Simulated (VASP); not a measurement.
# LiF (Fm-3m) in VASP: notebook

The runs below take LiF through single point, with PBE, r2SCAN.

Everything below comes from runs of VASP 6.6.1. Logs are shortened: lines on timing, memory, paths and dates and some standing lists are left out, and cuts for length are marked.

## Step 1: The cell of the first run

The structure is cubic, space group Fm-3m (No. 225). The conventional cell has a = 3.990 Å, b = 3.990 Å, c = 3.990 Å, α = 90.00°, β = 90.00°, γ = 90.00°. Li (site symmetry m-3m) has 6 F at 1.99 Å within 2.6 Å. F (site symmetry m-3m) has 6 Li at 1.99 Å within 2.6 Å.

## Step 2: Single point, PBE

Contents of INCAR:

```
ALGO = Normal
EDIFF = 1E-7
ENCUT = 520
GGA = PE
ISIF = 2
ISMEAR = 0
LASPH = True
LCHARG = False
LREAL = False
LWAVE = False
NBANDS = 12
NELM = 80
PREC = Accurate
SIGMA = 0.01
```

Contents of KPOINTS:

```
k-points
0
Gamma
  8 8 8
```

Contents of POSCAR:

```
LiF
1.0
    0.0000000000      1.9948717375      1.9948717375
    1.9948717375      0.0000000000      1.9948717375
    1.9948717375      1.9948717375      0.0000000000
Li F
1 1
Direct
    0.0000000000      0.0000000000      0.0000000000
    0.5000000000      0.5000000000      0.5000000000
```

Potentials or basis: VASP PAW PBE potentials, release 64 (Li_sv, F).

Launch:

```console
> cat potpaw_PBE.64/Li_sv/POTCAR potpaw_PBE.64/F/POTCAR > POTCAR
> mpirun -np 1 vasp_std > vasp.out
```

OUTCAR:

```text
EDIFF = 1E-7
   ENCUT = 520
   GGA = PE
   ISIF = 2
   ISMEAR = 0
   LASPH = True
   LREAL = False
   NELM = 80
   PREC = Accurate

 ion  position               nearest neighbor table
   1  0.000  0.000  0.000-   2 1.99   2 1.99   2 1.99   2 1.99   2 1.99   2 1.99
   2  0.500  0.500  0.500-   1 1.99   1 1.99   1 1.99   1 1.99   1 1.99   1 1.99

  LATTYP: Found a face centered cubic cell.
 ALAT       =     3.9897434750

  Lattice vectors:

 A1 = (   0.0000000000,   1.9948717375,   1.9948717375)
 A2 = (   1.9948717375,   0.0000000000,   1.9948717375)
 A3 = (   1.9948717375,   1.9948717375,   0.0000000000)

Analysis of symmetry for initial positions (statically):
=====================================================================
 Subroutine PRICEL returns:
 Original cell was already a primitive cell.

 Routine SETGRP: Setting up the symmetry group for a
 face centered cubic supercell.

 Subroutine GETGRP returns: Found 48 space group operations
 (whereof 48 operations were pure point group operations)
 out of a pool of 48 trial point group operations.

The static configuration has the point symmetry O_h .

Analysis of symmetry for dynamics (positions and initial velocities):
=====================================================================
 Subroutine PRICEL returns:
 Original cell was already a primitive cell.

 Routine SETGRP: Setting up the symmetry group for a
 face centered cubic supercell.

 Subroutine GETGRP returns: Found 48 space group operations
 (whereof 48 operations were pure point group operations)
 out of a pool of 48 trial point group operations.

The dynamic configuration has the point symmetry O_h .

 Subroutine INISYM returns: Found 48 space group operations
 (whereof 48 operations are pure point group operations),
 and found     1 'primitive' translations

----------------------------------------------------------------------------------------

                                     Primitive cell

  volume of cell :      15.8772

  direct lattice vectors                    reciprocal lattice vectors
     0.000000000  1.994871738  1.994871738    -0.250642681  0.250642681  0.250642681
     1.994871738  0.000000000  1.994871738     0.250642681 -0.250642681  0.250642681
     1.994871738  1.994871738  0.000000000     0.250642681  0.250642681 -0.250642681

  length of vectors
     2.821174666  2.821174666  2.821174666     0.434125858  0.434125858  0.434125858

  position of ions in fractional coordinates (direct lattice)
     0.000000000  0.000000000  0.000000000
     0.500000000  0.500000000  0.500000000

  ion indices of the primitive-cell ions
   primitive index   ion index
                 1           1
                 2           2

----------------------------------------------------------------------------------------

 KPOINTS: k-points

Automatic generation of k-mesh.
 Grid dimensions read from file:
 generate k-points for:    8    8    8

 Generating k-lattice:

  Cartesian coordinates                     Fractional coordinates (reciprocal lattice)
    -0.031330335  0.031330335  0.031330335     0.125000000  0.000000000  0.000000000
     0.031330335 -0.031330335  0.031330335     0.000000000  0.125000000  0.000000000
     0.031330335  0.031330335 -0.031330335     0.000000000  0.000000000  0.125000000

  Length of vectors
     0.054265732  0.054265732  0.054265732

  Shift w.r.t. Gamma in fractional coordinates (k-lattice)
     0.000000000  0.000000000  0.000000000

 Subroutine IBZKPT returns following result:
 ===========================================

 Found     29 irreducible k-points:

 Following reciprocal coordinates:
            Coordinates               Weight
  0.000000  0.000000  0.000000      1.000000
  0.125000  0.000000  0.000000      8.000000
  0.250000  0.000000  0.000000      8.000000
  0.375000  0.000000  0.000000      8.000000
  0.500000  0.000000  0.000000      4.000000
  0.125000  0.125000  0.000000      6.000000
[... 16 lines left out ...]
  0.500000  0.250000  0.125000     48.000000
 -0.375000  0.250000  0.125000     24.000000
 [... further k-points ...]
   k-points           NKPTS =     29   k-points in BZ     NKDIM =     29   number of bands    NBANDS=     12
   number of dos      NEDOS =    301   number of ions     NIONS =      2
   total plane-waves  NPLWV =  13824
   dimension x,y,z NGX =    24 NGY =   24 NGZ =   24
   dimension x,y,z NGXF=    48 NGYF=   48 NGZF=   48
   ions per type =               1   1
   NGX,Y,Z   is equivalent  to a cutoff of  14.14, 14.14, 14.14 a.u.
   NGXF,Y,Z  is equivalent  to a cutoff of  28.29, 28.29, 28.29 a.u.
 SYSTEM =  unknown system
   PREC   = accura    normal or accurate (medium, high low for compatibility)
   ISTART =      0    job   : 0-new  1-cont  2-samecut
   ICHARG =      2    charge: 1-file 2-atom 10-const
   ISPIN  =      1    spin polarized calculation?
   LNONCOLLINEAR =      F non collinear calculations
   LSORBIT =      F    spin-orbit coupling
   LASPH  =      T    aspherical Exc in radial PAW
   ENCUT  =  520.0 eV  38.22 Ry    6.18 a.u.   5.25  5.25  5.25*2*pi/ulx,y,z
   NELM   =     80;   NELMIN=  2; NELMDL= -5     # of ELM steps
   EDIFF  = 0.1E-06   stopping-criterion for ELM
   LREAL  =      F    real-space projection
   EDIFFG = 0.1E-05   stopping-criterion for IOM
   NSW    =      0    number of steps for IOM
   IBRION =     -1    ionic relax: 0-MD 1-quasi-New 2-CG
   NFREE  =      0    steps in history (QN), initial steepest desc. (CG)
   ISIF   =      2    stress and relaxation
   ISYM   =      2    0-nonsym 1-usesym 2-fastsym
   POTIM  = 0.5000    time-step for ionic-motion
   TEBEG  =    0.0;   TEEND  =   0.0 temperature during run
   PSTRESS=    0.0 pullay stress
   NELECT =      10.0000    total number of electrons
   NUPDOWN=      -1.0000    fix difference up-down
   EMIN   =  10.00;   EMAX   =-10.00  energy-range for DOS
   EFERMI =   0.00;   METHOD = LEGACY
   ISMEAR =     0;   SIGMA  =   0.01  broadening in eV -4-tet -1-fermi 0-gaus
   EFERMI_NEDOS =   21; number of points for ismear=-14 and -15
   IALGO  =     38    algorithm
   IMIX   =      4    mixing-type and parameters
     AMIX     =   0.40;   BMIX     =  1.00
     AMIX_MAG =   1.60;   BMIX_MAG =  1.00
  volume/ion in A,a.u.               =       7.94        53.57
  Fermi-wavevector in a.u.,A,eV,Ry     =   1.403298  2.651848 26.793202  1.969245
  Thomas-Fermi vector in A             =   2.525974
   LORBIT       =      0    0 simple, 1 ext, 2 COOP (PROOUT), +10 PAW based schemes
   GGA     = PE    functional components
   LHFCALC =     F    Hartree Fock is set to
   AEXX    =    0.0000 exact exchange contribution
   IVDW    =     0    specifies the selected vdW correction
   LEPSILON=     F    determine dielectric tensor
   LRPA    =     F    only Hartree local field effects (RPA)
 non-spin polarized calculation
 Gauss-broadening in eV      SIGMA  =   0.01
  energy-cutoff  :      520.00
  volume of cell :       15.88
 maximum number of plane-waves:       444
 NGX is ok and might be reduce to    24
   NGX = 11   NGY = 11   NGZ = 11

 number of electron      10.0000000 magnetization

 number of electron       9.9999997 magnetization

 Free energy of the ion-electron system (eV)
  ---------------------------------------------------
  ext. energy  EPLUGINS =         0.00000000
  ---------------------------------------------------
  free energy    TOTEN  =        -9.62794752 eV

  energy without entropy =       -9.62794752  energy(sigma->0) =       -9.62794752

 E-fermi :  -0.6495     XC(G=0): -10.1228

 val. band max:       -0.8421759384   @ k =   0.0000   0.0000   0.0000
 cond. band min:       8.5098175370   @ k =   0.0000   0.0000   0.0000
 fundamental gap:      9.3519934754
 Fermi energy:        -0.6495207675

 k-point     1 :       0.0000    0.0000    0.0000
  band No.  band energies     occupation
      1     -41.7001      2.00000
      2     -20.8959      2.00000
      3      -0.8422      2.00000
      4      -0.8422      2.00000
      5      -0.8422      2.00000
      6       8.5098      0.00000
      7      23.5069      0.00000
      8      23.5069      0.00000
      9      23.5069      0.00000
     10      23.7657      0.00000
     11      23.7657      0.00000
     12      23.7657      0.00000

 k-point     2 :       0.1250    0.0000    0.0000
  band No.  band energies     occupation
      1     -41.6905      2.00000
      2     -20.8337      2.00000
      3      -1.2903      2.00000
      4      -0.8789      2.00000
      5      -0.8789      2.00000
      6       8.9434      0.00000
      7      20.0117      0.00000
      8      21.8046      0.00000
      9      21.8046      0.00000
     10      25.1591      0.00000
     11      25.1628      0.00000
     12      25.1628      0.00000

 k-point     3 :       0.2500    0.0000    0.0000
  band No.  band energies     occupation
      1     -41.6672      2.00000
      2     -20.6771      2.00000
      3      -2.2550      2.00000
      4      -0.9647      2.00000
      5      -0.9647      2.00000
      6       9.7377      0.00000
      7      17.3612      0.00000
      8      19.9788      0.00000
      9      19.9788      0.00000
     10      26.5967      0.00000
     11      27.0485      0.00000
     12      27.0486      0.00000
[... 286 lines left out ...]
 k-point    23 :       0.5000    0.2500    0.1250
  band No.  band energies     occupation
      1     -41.6325      2.00000
      2     -20.3798      2.00000
      3      -3.0374      2.00000
      4      -2.0029      2.00000
      5      -1.2721      2.00000
      6      11.6712      0.00000
      7      15.3557      0.00000
      8      18.5092      0.00000
      9      18.9822      0.00000
     10      25.2387      0.00000
     11      29.9625      0.00000
     12      32.6778      0.00000

 k-point    24 :      -0.3750    0.2500    0.1250
  band No.  band energies     occupation
      1     -41.6250      2.00000
      2     -20.3142      2.00000
      3      -3.2570      2.00000
      4      -2.1223      2.00000
      5      -1.3427      2.00000
      6      11.8646      0.00000
      7      15.1592      0.00000
      8      18.3800      0.00000
      9      18.6635      0.00000
     10      27.1852      0.00000
     11      28.3070      0.00000
     12      33.9524      0.00000

 [... further k-points ...]

------------------------ aborting loop because EDIFF is reached ----------------------------------------

  FORCE on cell =-STRESS in cart. coord.  units (eV):
  Direction    XX          YY          ZZ          XY          YZ          ZX
  --------------------------------------------------------------------------------------
  -------------------------------------------------------------------------------------
  Total        0.3937503      0.3937503      0.3937503      0.0000000     -0.0000000     -0.0000000
  in kB       39.7334783     39.7334783     39.7334783      0.0000000     -0.0000000     -0.0000000
  external PRESSURE =      39.7334783 kB  Pullay stress =       0.0000000 kB

 VOLUME and BASIS-vectors are now :
 -----------------------------------------------------------------------------
  energy-cutoff  :      520.00
  volume of cell :       15.88
      direct lattice vectors                 reciprocal lattice vectors
     0.000000000  1.994871738  1.994871738    -0.250642681  0.250642681  0.250642681
     1.994871738  0.000000000  1.994871738     0.250642681 -0.250642681  0.250642681
     1.994871738  1.994871738  0.000000000     0.250642681  0.250642681 -0.250642681

 POSITION                                       TOTAL-FORCE (eV/Angst)
 -----------------------------------------------------------------------------------
      0.00000      0.00000      0.00000        -0.000000      0.000000      0.000000
      1.99487      1.99487      1.99487         0.000000     -0.000000     -0.000000
 -----------------------------------------------------------------------------------
    total drift:                               -0.000000     -0.000000      0.000000

  FREE ENERGIE OF THE ION-ELECTRON SYSTEM (eV)
  ---------------------------------------------------
  free  energy   TOTEN  =        -9.6279475175 eV

  energy  without entropy=       -9.6279475175  energy(sigma->0) =       -9.62794752
```

It took 7.1 s on 1 thread of Intel Xeon Platinum 8488C (Sapphire Rapids), shared host; peak memory 0.13 GiB.

What came out:

| Property | Result |
| --- | --- |
| Free energy | -9.6279 eV |
| Band gap on the k mesh | 9.35 eV |

Levels at points of the mesh, in eV from the valence-band top:
| k point | band 1 | band 2 | band 3 | band 4 | band 5 | band 6 | band 7 | band 8 | band 9 | band 10 |
| --- | --- | --- | --- | --- | --- | --- | --- | --- | --- | --- |
| (0.00, 0.00, 0.00) | -40.86 | -20.05 | 0.00 | 0.00 | 0.00 | 9.35 | 24.35 | 24.35 | 24.35 | 24.61 |
| (0.50, 0.00, 0.00) | -40.79 | -19.60 | -2.60 | -0.24 | -0.24 | 10.92 | 17.08 | 19.13 | 19.13 | 30.88 |
| (0.50, 0.50, 0.00) | -40.78 | -19.31 | -3.13 | -1.04 | -1.04 | 15.08 | 16.61 | 17.80 | 20.58 | 20.58 |

Caveat: the cutoff is under 1.25 times the usual one of these potentials, so pressure, stress and relaxed cells hold a basis-set (Pulay) error.

## Step 3: Single point, PBE

Contents of INCAR:

```
SYSTEM = LiF
PREC = Accurate
ENCUT = 520
EDIFF = 1E-6
ISMEAR = 0
SIGMA = 0.01
LREAL = .FALSE.
LASPH = .TRUE.
NELM = 60
ALGO = Normal
ISIF = 2
LWAVE = .FALSE.
LCHARG = .TRUE.
GGA = PE
LELF = .TRUE.
LVHAR = .TRUE.
NBANDS = 12
```

Contents of KPOINTS:

```
regular mesh
0
G
  8 8 8
  0 0 0
```

POSCAR is that of step 2.

Potentials or basis: VASP PAW PBE potentials, release 64 (Li_sv, F).

Launch:

```console
> cat potpaw_PBE.64/Li_sv/POTCAR potpaw_PBE.64/F/POTCAR > POTCAR
> mpirun -np 1 vasp_std > vasp.out
```

Run time: 7.3 s. Hardware: 1 thread of Intel Xeon Platinum 8488C (Sapphire Rapids), shared host; peak memory 0.13 GiB.

The run converged. Its results:

| Property | Result |
| --- | --- |
| Free energy | -9.6279 eV |
| Band gap on the k mesh | 9.35 eV |

Levels at points of the mesh, in eV from the valence-band top:
```
           k point  band 2  band 3  band 4  band 5  band 6  band 7  band 8  band 9
(0.00, 0.00, 0.00)  -20.05    0.00    0.00    0.00    9.35   24.35   24.35   24.35
(0.50, 0.00, 0.00)  -19.60   -2.60   -0.24   -0.24   10.92   17.08   19.12   19.12
(0.50, 0.50, 0.00)  -19.31   -3.13   -1.04   -1.04   15.08   16.61   17.80   20.58
```

Caveat: the cutoff is under 1.25 times the usual one of these potentials, so pressure, stress and relaxed cells hold a basis-set (Pulay) error. A k mesh can miss the band edges.

## Step 4: Single point, PBE

Contents of INCAR:

```
  PREC = Accurate
  ENCUT = 520
  EDIFF = 1E-7
  ISMEAR = 0
  SIGMA = 0.01
  LREAL = False
  LASPH = True
  NELM = 60
  ALGO = Normal
  ISIF = 2
  LWAVE = False
  LCHARG = False
  GGA = PE
  NBANDS = 12
```

Contents of KPOINTS:

```
regular mesh
0
Gamma
  10 10 10
```

POSCAR is that of step 3.

Launch:

```console
> cat potpaw_PBE.64/Li_sv/POTCAR potpaw_PBE.64/F/POTCAR > POTCAR
> mpirun -np 1 vasp_std > vasp.out
```

Wall time 9.5 s (1 thread of Intel Xeon Platinum 8488C (Sapphire Rapids), shared host); peak memory 0.13 GiB.

It converged, with:

```yaml
Free_energy: -9.6280 eV
Band_gap_on_the_k_mesh: 9.35 eV
```

Levels at points of the mesh, in eV from the valence-band top:
| k point | band 2 | band 3 | band 4 | band 5 | band 6 | band 7 | band 8 | band 9 |
| --- | --- | --- | --- | --- | --- | --- | --- | --- |
| (0.00, 0.00, 0.00) | -20.05 | 0.00 | 0.00 | 0.00 | 9.35 | 24.35 | 24.35 | 24.35 |
| (0.50, 0.00, 0.00) | -19.60 | -2.60 | -0.24 | -0.24 | 10.92 | 17.08 | 19.13 | 19.13 |
| (0.50, 0.50, 0.00) | -19.31 | -3.13 | -1.04 | -1.04 | 15.08 | 16.61 | 17.80 | 20.58 |

Caveat: the cutoff is under 1.25 times the usual one of these potentials, so pressure, stress and relaxed cells hold a basis-set (Pulay) error. A k mesh can miss the band edges.

## Step 5: Single point, r2SCAN

POSCAR is that of step 4.

Contents of INCAR.step1:

```
  ALGO = Normal
  EDIFF = 1E-4
  ENCUT = 520
  GGA = PE
  ISMEAR = 0
  LASPH = True
  LCHARG = False
  LREAL = False
  LWAVE = True
  NBANDS = 12
  NELM = 100
  PREC = Accurate
  SIGMA = 0.01
```

Contents of INCAR.step2:

```
  ALGO = Normal
  EDIFF = 1E-6
  ENCUT = 520
  ISIF = 2
  ISMEAR = 0
  ISTART = 1
  LASPH = True
  LCHARG = False
  LMIXTAU = True
  LREAL = False
  LWAVE = False
  METAGGA = R2SCAN
  NBANDS = 12
  NELM = 100
  PREC = Accurate
  SIGMA = 0.01
```

Contents of KPOINTS:

```
k-points
0
Gamma
  8 8 8
```

Launch:

```console
> cat potpaw_PBE.64/Li_sv/POTCAR potpaw_PBE.64/F/POTCAR > POTCAR
> cp INCAR.step1 INCAR
> mpirun -np 1 vasp_std > vasp.out
> cp INCAR.step2 INCAR
> mpirun -np 1 vasp_std > vasp.out
```

It took 21 s on 1 thread of Intel Xeon Platinum 8488C (Sapphire Rapids), shared host; peak memory 0.13 GiB.

It converged, with:

```
Free energy            : -11.9030 eV
Band gap on the k mesh : 10.55 eV
```

Levels at points of the mesh, in eV from the valence-band top:
```csv
k point,band 1,band 2,band 3,band 4,band 5,band 6,band 7,band 8,band 9,band 10
"(0.00, 0.00, 0.00)",-42.01,-21.17,0.00,0.00,0.00,10.55,25.77,25.77,25.77,26.49
"(0.50, 0.00, 0.00)",-41.95,-20.74,-2.58,-0.25,-0.25,11.99,18.50,20.68,20.68,32.82
"(0.50, 0.50, 0.00)",-41.93,-20.46,-3.13,-1.05,-1.05,16.35,17.59,19.49,22.28,22.28
```

Caveat: the cutoff is under 1.25 times the usual one of these potentials, so pressure, stress and relaxed cells hold a basis-set (Pulay) error; the PAW data sets were made with another functional, which shifts forces and pressure a little.

## Step 6: Overview

| level | k mesh | gap on the mesh (eV) |
| --- | --- | --- |
| PBE | 8 × 8 × 8 | 9.35 |
| PBE | 10 × 10 × 10 | 9.35 |
| r2SCAN | 8 × 8 × 8 | 10.55 |

Alike in all rows: task single point; potentials or basis VASP PAW PBE potentials, release 64 (Li_sv, F); no spin polarisation; cell as given; cutoff (eV) 520; smearing gaussian 0.01 eV.

On the cell as given the gap runs from 9.35 eV (PBE) to 10.55 eV (r2SCAN); the meshes differ, which moves gaps too.

Caveats: the cutoff is under 1.25 times the usual one of these potentials, so pressure, stress and relaxed cells hold a basis-set (Pulay) error; the PAW data sets were made with another functional, which shifts forces and pressure a little (at least some runs).

Absolute energies hang on the potentials; compare differences alone.
